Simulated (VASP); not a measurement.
## Sb: single point with PBE

Crystal: Sb.

```xyz
1
Lattice="0.0000 2.3933 2.3933 2.3933 0.0000 2.3933 2.3933 2.3933 0.0000" Properties=species:S:1:pos:R:3 pbc="T T T"
Sb    0.0000    0.0000    0.0000
```

This isn't the form of Sb at room conditions, which is rhombohedral.

```
Program             : VASP 6.6.1
Task                : single point
Functional          : PBE
Potentials or basis : VASP PAW PBE potentials, release 64 (Sb)
Cutoff              : 520 eV
k mesh              : 14 × 14 × 14
Occupations         : fermi-dirac, width 0.08 eV
Spin                : no spin polarisation
```

```
Pressure               : 0.0 GPa
Band gap on the k mesh : zero (an odd number of electrons rules out a gap without spin polarisation)
```

Levels at points of the mesh, in eV from the Fermi level:
```csv
k point,band 1,band 2,band 3,band 4,band 5
"(0.00, 0.00, 0.00)",-12.84,5.14,5.14,5.14,9.84
"(0.50, 0.00, 0.00)",-9.18,-5.75,3.49,3.49,8.01
"(0.50, 0.50, 0.00)",-7.61,-4.87,0.32,0.32,4.08
```

It took 28 s on 1 thread of AMD EPYC 7R13 (shared host), peak memory 0.14 GiB.

Caveat: spin-orbit coupling is left out, which moves the levels of the heavy elements.
